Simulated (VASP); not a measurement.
# P in VASP: further runs, part 2 of 2

VASP 6.6.1.

## 4. Single point, r2SCAN

This run uses another cell than the first one, of 16.47 Å³/atom, 1.020 times its volume.

Input file POSCAR:

```
P
1.0
    1.7371541546      1.0029464188      3.1504069738
   -1.7371541546      1.0029464188      3.1504069738
    0.0000000000     -2.0058928376      3.1504069738
P
2
Direct
    0.7729197500      0.7729197500      0.7729197500
    0.2270802500      0.2270802500      0.2270802500
```

Input file INCAR.step1:

```
PREC = Accurate
ENCUT = 520
ISMEAR = -1
SIGMA = 0.05
LREAL = F
LASPH = T
NELM = 60
NBANDS = 12
GGA = PE
ALGO = Normal
EDIFF = 1E-4
LWAVE = T
LCHARG = F
```

Input file INCAR.step2:

```
PREC = Accurate
ENCUT = 520
EDIFF = 1E-7
ISMEAR = -1
SIGMA = 0.05
LREAL = F
LASPH = T
NELM = 60
ALGO = Normal
ISIF = 2
LWAVE = F
LCHARG = F
METAGGA = R2SCAN
LMIXTAU = T
NBANDS = 12
ISTART = 1
```

Input file KPOINTS:

```
regular mesh
0
Gamma
  9 9 9
```

Potentials or basis: VASP PAW PBE potentials, release 64 (P).

Command:

```sh
> cat potpaw_PBE.64/P/POTCAR > POTCAR
> cp INCAR.step1 INCAR
> mpirun -np 1 vasp_std > vasp.out
> cp INCAR.step2 INCAR
> mpirun -np 1 vasp_std > vasp.out
```

OUTCAR:

```text
PREC = Accurate
   ENCUT = 520
   EDIFF = 1E-7
   ISMEAR = -1
   LREAL = F
   LASPH = T
   NELM = 60
   ISIF = 2
   METAGGA = R2SCAN
   ISTART = 1

 ion  position               nearest neighbor table
   1  0.773  0.773  0.773-   2 2.31   2 2.31   2 2.31   2 2.84   2 2.84   2 2.84
   2  0.227  0.227  0.227-   1 2.31   1 2.31   1 2.31   1 2.84   1 2.84   1 2.84

  LATTYP: Found a trigonal (rhomboedric) cell.
 ALAT       =     3.7347918518
 COS(alpha) =     0.5673129383

  Lattice vectors:

 A1 = (   1.7371541546,   1.0029464188,   3.1504069738)
 A2 = (  -1.7371541546,   1.0029464188,   3.1504069738)
 A3 = (   0.0000000000,  -2.0058928376,   3.1504069738)

Analysis of symmetry for initial positions (statically):
=====================================================================
 Subroutine PRICEL returns:
 Original cell was already a primitive cell.

 Routine SETGRP: Setting up the symmetry group for a
 trigonal (rhombohedral) supercell.

 Subroutine GETGRP returns: Found 12 space group operations
 (whereof 12 operations were pure point group operations)
 out of a pool of 12 trial point group operations.

The static configuration has the point symmetry D_3d.

Analysis of symmetry for dynamics (positions and initial velocities):
=====================================================================
 Subroutine PRICEL returns:
 Original cell was already a primitive cell.

 Routine SETGRP: Setting up the symmetry group for a
 trigonal (rhombohedral) supercell.

 Subroutine GETGRP returns: Found 12 space group operations
 (whereof 12 operations were pure point group operations)
 out of a pool of 12 trial point group operations.

The dynamic configuration has the point symmetry D_3d.

 Subroutine INISYM returns: Found 12 space group operations
 (whereof 12 operations are pure point group operations),
 and found     1 'primitive' translations

----------------------------------------------------------------------------------------

                                     Primitive cell

  volume of cell :      32.9332

  direct lattice vectors                    reciprocal lattice vectors
     1.737154155  1.002946419  3.150406974     0.287827075  0.166177040  0.105806436
    -1.737154155  1.002946419  3.150406974    -0.287827075  0.166177040  0.105806436
     0.000000000 -2.005892838  3.150406974     0.000000000 -0.332354079  0.105806436

  length of vectors
     3.734791852  3.734791852  3.734791852     0.348789673  0.348789673  0.348789673

  position of ions in fractional coordinates (direct lattice)
     0.772919750  0.772919750  0.772919750
     0.227080250  0.227080250  0.227080250

  ion indices of the primitive-cell ions
   primitive index   ion index
                 1           1
                 2           2

----------------------------------------------------------------------------------------

 KPOINTS: regular mesh

Automatic generation of k-mesh.
 Grid dimensions read from file:
 generate k-points for:    9    9    9

 Generating k-lattice:

  Cartesian coordinates                     Fractional coordinates (reciprocal lattice)
     0.031980786  0.018464116  0.011756271     0.111111111  0.000000000 -0.000000000
    -0.031980786  0.018464116  0.011756271     0.000000000  0.111111111 -0.000000000
     0.000000000 -0.036928231  0.011756271    -0.000000000 -0.000000000  0.111111111

  Length of vectors
     0.038754408  0.038754408  0.038754408

  Shift w.r.t. Gamma in fractional coordinates (k-lattice)
     0.000000000  0.000000000  0.000000000

 Subroutine IBZKPT returns following result:
 ===========================================

 Found     85 irreducible k-points:

 Following reciprocal coordinates:
            Coordinates               Weight
  0.000000  0.000000  0.000000      1.000000
  0.111111  0.000000 -0.000000      6.000000
  0.222222  0.000000 -0.000000      6.000000
  0.333333  0.000000 -0.000000      6.000000
  0.444444  0.000000 -0.000000      6.000000
  0.111111  0.111111 -0.000000      6.000000
[... 16 lines left out ...]
 -0.333333  0.333333  0.000000      6.000000
  0.444444  0.444444 -0.000000      6.000000
 [... further k-points ...]
   k-points           NKPTS =     85   k-points in BZ     NKDIM =     85   number of bands    NBANDS=     12
   number of dos      NEDOS =    301   number of ions     NIONS =      2
   total plane-waves  NPLWV =  21952
   dimension x,y,z NGX =    28 NGY =   28 NGZ =   28
   dimension x,y,z NGXF=    56 NGYF=   56 NGZF=   56
   ions per type =               2
   NGX,Y,Z   is equivalent  to a cutoff of  12.46, 12.46, 12.46 a.u.
   NGXF,Y,Z  is equivalent  to a cutoff of  24.93, 24.93, 24.93 a.u.
 SYSTEM =  unknown system
   PREC   = accura    normal or accurate (medium, high low for compatibility)
   ISTART =      1    job   : 0-new  1-cont  2-samecut
   ICHARG =      0    charge: 1-file 2-atom 10-const
   ISPIN  =      1    spin polarized calculation?
   LNONCOLLINEAR =      F non collinear calculations
   LSORBIT =      F    spin-orbit coupling
   LASPH  =      T    aspherical Exc in radial PAW
   ENCUT  =  520.0 eV  38.22 Ry    6.18 a.u.   6.94  6.94  6.94*2*pi/ulx,y,z
   NELM   =     60;   NELMIN=  2; NELMDL=  0     # of ELM steps
   EDIFF  = 0.1E-06   stopping-criterion for ELM
   LREAL  =      F    real-space projection
   EDIFFG = 0.1E-05   stopping-criterion for IOM
   NSW    =      0    number of steps for IOM
   IBRION =     -1    ionic relax: 0-MD 1-quasi-New 2-CG
   NFREE  =      0    steps in history (QN), initial steepest desc. (CG)
   ISIF   =      2    stress and relaxation
   ISYM   =      2    0-nonsym 1-usesym 2-fastsym
   POTIM  = 0.5000    time-step for ionic-motion
   TEBEG  =    0.0;   TEEND  =   0.0 temperature during run
   PSTRESS=    0.0 pullay stress
   NELECT =      10.0000    total number of electrons
   NUPDOWN=      -1.0000    fix difference up-down
   EMIN   =  10.00;   EMAX   =-10.00  energy-range for DOS
   EFERMI =   0.00;   METHOD = LEGACY
   ISMEAR =    -1;   SIGMA  =   0.05  broadening in eV -4-tet -1-fermi 0-gaus
   EFERMI_NEDOS =   21; number of points for ismear=-14 and -15
   IALGO  =     38    algorithm
   IMIX   =      4    mixing-type and parameters
     AMIX     =   0.40;   BMIX     =  1.00
     AMIX_MAG =   1.60;   BMIX_MAG =  1.00
  volume/ion in A,a.u.               =      16.47       111.12
  Fermi-wavevector in a.u.,A,eV,Ry     =   1.100348  2.079357 16.473476  1.210766
  Thomas-Fermi vector in A             =   2.236758
   LORBIT       =      0    0 simple, 1 ext, 2 COOP (PROOUT), +10 PAW based schemes
   METAGGA = R2SCAN    functional components
   LHFCALC =     F    Hartree Fock is set to
   AEXX    =    0.0000 exact exchange contribution
   IVDW    =     0    specifies the selected vdW correction
   LEPSILON=     F    determine dielectric tensor
   LRPA    =     F    only Hartree local field effects (RPA)
 non-spin polarized calculation
  energy-cutoff  :      520.00
  volume of cell :       32.93
 maximum number of plane-waves:       906
   NGX = 13   NGY = 13   NGZ = 13

 number of electron      10.0000000 magnetization

 Free energy of the ion-electron system (eV)
  ---------------------------------------------------
  ext. energy  EPLUGINS =         0.00000000
  ---------------------------------------------------
  free energy    TOTEN  =       -17.77819644 eV

  energy without entropy =      -17.77628470  energy(sigma->0) =      -17.77724057

 E-fermi :   8.8796     XC(G=0): -11.1993

 val. band max:        8.8532857188   @ k =   0.3333   0.1111   0.1111
 cond. band min:       8.9073326162   @ k =   0.3333   0.3333   0.3333
 fundamental gap:      0.0540468973
 Fermi energy:         8.8796430317

 k-point     1 :       0.0000    0.0000    0.0000
  band No.  band energies     occupation
      1      -8.4643      2.00000
      2       4.9419      2.00000
      3       5.3714      2.00000
      4       5.5920      2.00000
      5       5.5920      2.00000
      6      10.2195      0.00000
      7      11.5146      0.00000
      8      11.5146      0.00000
      9      14.8991      0.00000
     10      14.8991      0.00000
     11      16.2679      0.00000
     12      16.3078      0.00000
[... 331 lines left out ...]
 k-point    24 :       0.4444    0.4444   -0.0000
  band No.  band energies     occupation
      1      -4.9771      2.00000
      2      -1.4411      2.00000
      3       1.7600      2.00000
      4       3.0929      2.00000
      5       3.2497      2.00000
      6       9.1448      0.00991
      7      14.9515      0.00000
      8      16.3801      0.00000
      9      16.9372      0.00000
     10      17.9901      0.00000
     11      21.9833      0.00000
     12      22.1871      0.00000

 [... further k-points ...]
[... 5 lines left out ...]
  --------------------------------------------------------------------------------------
  -------------------------------------------------------------------------------------
  Total       -0.3471105     -0.3471105     -0.3069906      0.0000000     -0.0000000     -0.0000000
  in kB      -16.8866828    -16.8866828    -14.9348765      0.0000000     -0.0000000     -0.0000000
  external PRESSURE =     -16.2360807 kB  Pullay stress =       0.0000000 kB

 VOLUME and BASIS-vectors are now :
 -----------------------------------------------------------------------------
  energy-cutoff  :      520.00
  volume of cell :       32.93
      direct lattice vectors                 reciprocal lattice vectors
     1.737154155  1.002946419  3.150406974     0.287827075  0.166177040  0.105806436
    -1.737154155  1.002946419  3.150406974    -0.287827075  0.166177040  0.105806436
     0.000000000 -2.005892838  3.150406974     0.000000000 -0.332354079  0.105806436

 POSITION                                       TOTAL-FORCE (eV/Angst)
 -----------------------------------------------------------------------------------
      0.00000      0.00000      7.30504         0.000000      0.000000      0.186912
      0.00000      0.00000      2.14619         0.000000     -0.000000     -0.186912
 -----------------------------------------------------------------------------------
    total drift:                                0.000000     -0.000000     -0.000000

  FREE ENERGIE OF THE ION-ELECTRON SYSTEM (eV)
  ---------------------------------------------------
  free  energy   TOTEN  =       -17.7781964405 eV

  energy  without entropy=      -17.7762846971  energy(sigma->0) =      -17.77724057
```

OUTCAR.step1:

```text
PREC = Accurate
   ENCUT = 520
   ISMEAR = -1
   LREAL = F
   LASPH = T
   NELM = 60
[... 579 lines left out ...]
 -----------------------------------------------------------------------------------
      0.00000      0.00000      7.30504         0.000000     -0.000000     -0.052917
      0.00000      0.00000      2.14619         0.000000      0.000000      0.052917
 -----------------------------------------------------------------------------------
    total drift:                                0.000000     -0.000000     -0.000000

  FREE ENERGIE OF THE ION-ELECTRON SYSTEM (eV)
  ---------------------------------------------------
  free  energy   TOTEN  =       -10.6572380970 eV

  energy  without entropy=      -10.6550810717  energy(sigma->0) =      -10.65615958
```

OSZICAR.step1:

```text
N       E                     dE             d eps       ncg     rms          rms(c)
DAV:   1     0.214252071668E+02    0.21425E+02   -0.44782E+03  2040   0.717E+02
DAV:   2    -0.948983180977E+01   -0.30915E+02   -0.29691E+02  2664   0.117E+02
DAV:   3    -0.106766078571E+02   -0.11868E+01   -0.11816E+01  2676   0.211E+01
DAV:   4    -0.106841550982E+02   -0.75472E-02   -0.75460E-02  2440   0.203E+00
DAV:   5    -0.106842171285E+02   -0.62030E-04   -0.62030E-04  2684   0.178E-01    0.676E+00
DAV:   6    -0.106661174872E+02    0.18100E-01   -0.64817E-03  2412   0.475E-01    0.403E+00
DAV:   7    -0.106570168280E+02    0.91007E-02   -0.13893E-02  2428   0.752E-01    0.995E-02
DAV:   8    -0.106572119845E+02   -0.19516E-03   -0.10761E-03  2464   0.215E-01    0.460E-02
DAV:   9    -0.106572380970E+02   -0.26112E-04   -0.52829E-05  1324   0.506E-02
   1 F= -.10657238E+02 E0= -.10656160E+02  d E =-.215703E-02
```

Wall time 78 s (1 thread of Intel Xeon Platinum 8488C (Sapphire Rapids), shared host); peak memory 0.16 GiB.

Results:

```yaml
Free_energy: -17.7782 eV
Pressure: -1.6 GPa
Largest_force: 0.187 eV/Å
Band_gap_on_the_k_mesh: zero (band 5 reaches 9.38 eV, above the bottom of band 6 at 8.68 eV)
```

Forces in eV/Å, atoms in the order of the input:
```
P    0.000  0.000  0.187
P    0.000  0.000 -0.187
```

Caveat: the PAW data sets were made with another functional, which shifts forces and pressure a little.

## 5. Single point, r2SCAN

This run uses another cell than the first one, of 16.79 Å³/atom, 1.040 times its volume.

Input file POSCAR:

```
P
1.0
    1.7484346925      1.0094592404      3.1708647352
   -1.7484346925      1.0094592404      3.1708647352
    0.0000000000     -2.0189184807      3.1708647352
P
2
Direct
    0.7729197500      0.7729197500      0.7729197500
    0.2270802500      0.2270802500      0.2270802500
```

INCAR.step1 is that of step 4.

Edit INCAR.step2 of step 4 so:

```diff
@@ -2,3 +2,3 @@
 ENCUT = 520
-EDIFF = 1E-7
+EDIFF = 1E-6
 ISMEAR = -1
```

Input file KPOINTS:

```
Automatic mesh
0
Gamma
  9 9 9
```

Potentials or basis: VASP PAW PBE potentials, release 64 (P).

Command:

```sh
> cat potpaw_PBE.64/P/POTCAR > POTCAR
> cp INCAR.step1 INCAR
> mpirun -np 1 vasp_std > vasp.out
> cp INCAR.step2 INCAR
> mpirun -np 1 vasp_std > vasp.out
```

OUTCAR:

```text
PREC = Accurate
   ENCUT = 520
   EDIFF = 1E-6
   ISMEAR = -1
   LREAL = F
   LASPH = T
   NELM = 60
   ISIF = 2
   METAGGA = R2SCAN
   ISTART = 1

 ion  position               nearest neighbor table
   1  0.773  0.773  0.773-   2 2.32   2 2.32   2 2.32   2 2.86   2 2.86   2 2.86
   2  0.227  0.227  0.227-   1 2.32   1 2.32   1 2.32   1 2.86   1 2.86   1 2.86

  LATTYP: Found a trigonal (rhomboedric) cell.
 ALAT       =     3.7590444266
 COS(alpha) =     0.5673129383

  Lattice vectors:

 A1 = (   1.7484346925,   1.0094592404,   3.1708647352)
[... 537 lines left out ...]
      8      15.9846      0.00000
      9      16.4761      0.00000
     10      17.7272      0.00000
     11      21.6539      0.00000
     12      21.7722      0.00000

 [... further k-points ...]
[... 5 lines left out ...]
  --------------------------------------------------------------------------------------
  -------------------------------------------------------------------------------------
  Total       -0.7341824     -0.7341824     -0.5840141      0.0000000     -0.0000000      0.0000000
  in kB      -35.0305830    -35.0305830    -27.8654921      0.0000000     -0.0000000      0.0000000
  external PRESSURE =     -32.6422194 kB  Pullay stress =       0.0000000 kB

 VOLUME and BASIS-vectors are now :
 -----------------------------------------------------------------------------
  energy-cutoff  :      520.00
  volume of cell :       33.58
      direct lattice vectors                 reciprocal lattice vectors
     1.748434693  1.009459240  3.170864735     0.285970075  0.165104900  0.105123795
    -1.748434693  1.009459240  3.170864735    -0.285970075  0.165104900  0.105123795
     0.000000000 -2.018918481  3.170864735     0.000000000 -0.330209799  0.105123795

 POSITION                                       TOTAL-FORCE (eV/Angst)
 -----------------------------------------------------------------------------------
      0.00000      0.00000      7.35247         0.000000      0.000000      0.318670
      0.00000      0.00000      2.16012         0.000000     -0.000000     -0.318670
 -----------------------------------------------------------------------------------
    total drift:                                0.000000     -0.000000     -0.000000

  FREE ENERGIE OF THE ION-ELECTRON SYSTEM (eV)
  ---------------------------------------------------
  free  energy   TOTEN  =       -17.7684802693 eV

  energy  without entropy=      -17.7668739133  energy(sigma->0) =      -17.76767709
```

OUTCAR.step1:

```text
PREC = Accurate
   ENCUT = 520
   ISMEAR = -1
   LREAL = F
   LASPH = T
   NELM = 60
[... 579 lines left out ...]
 -----------------------------------------------------------------------------------
      0.00000      0.00000      7.35247         0.000000      0.000000      0.082569
      0.00000      0.00000      2.16012         0.000000     -0.000000     -0.082569
 -----------------------------------------------------------------------------------
    total drift:                                0.000000     -0.000000     -0.000000

  FREE ENERGIE OF THE ION-ELECTRON SYSTEM (eV)
  ---------------------------------------------------
  free  energy   TOTEN  =       -10.6532133619 eV

  energy  without entropy=      -10.6513964219  energy(sigma->0) =      -10.65230489
```

Run time: 75 s. Hardware: 1 thread of Intel Xeon Platinum 8488C (Sapphire Rapids), shared host; peak memory 0.16 GiB.

Results:

```
Free energy            : -17.7685 eV
Pressure               : -3.3 GPa
Largest force          : 0.319 eV/Å
Band gap on the k mesh : zero (band 5 reaches 9.10 eV, above the bottom of band 6 at 8.44 eV)
```

Forces in eV/Å, atoms in the order of the input:
```
P    0.000  0.000  0.319
P    0.000  0.000 -0.319
```

Stress tensor (GPa, compression positive):
```
-3.50  0.00  0.00
 0.00 -3.50  0.00
 0.00  0.00 -2.79
```

Caveat: the PAW data sets were made with another functional, which shifts forces and pressure a little.

## 6. Overview

| level | cell | k mesh | smearing | gap on the mesh (eV) | pressure (GPa) | largest force (eV/Å) |
| --- | --- | --- | --- | --- | --- | --- |
| PBE | a = 3.710 Å, angles 55.4°, 2 atoms | 7 × 7 × 7 | methfessel-paxton 0.01 eV | none | -0.6 | 0.33 |
| PBE | a = 3.710 Å, angles 55.4°, 2 atoms | 7 × 7 × 7 | methfessel-paxton 0.005 eV | none | -0.6 | 0.33 |
| r2SCAN | a = 3.735 Å, angles 55.4°, 2 atoms | 9 × 9 × 9 | fermi-dirac 0.05 eV | none | -1.6 | 0.19 |
| r2SCAN | a = 3.759 Å, angles 55.4°, 2 atoms | 9 × 9 × 9 | fermi-dirac 0.05 eV | none | -3.3 | 0.32 |

Alike in all rows: task single point; potentials or basis VASP PAW PBE potentials, release 64 (P); no spin polarisation; cutoff (eV) 520.

Caveats: the PAW data sets were made with another functional, which shifts forces and pressure a little (some runs).

Total energies depend on the potentials used, so only differences within one code and one set of settings carry meaning.
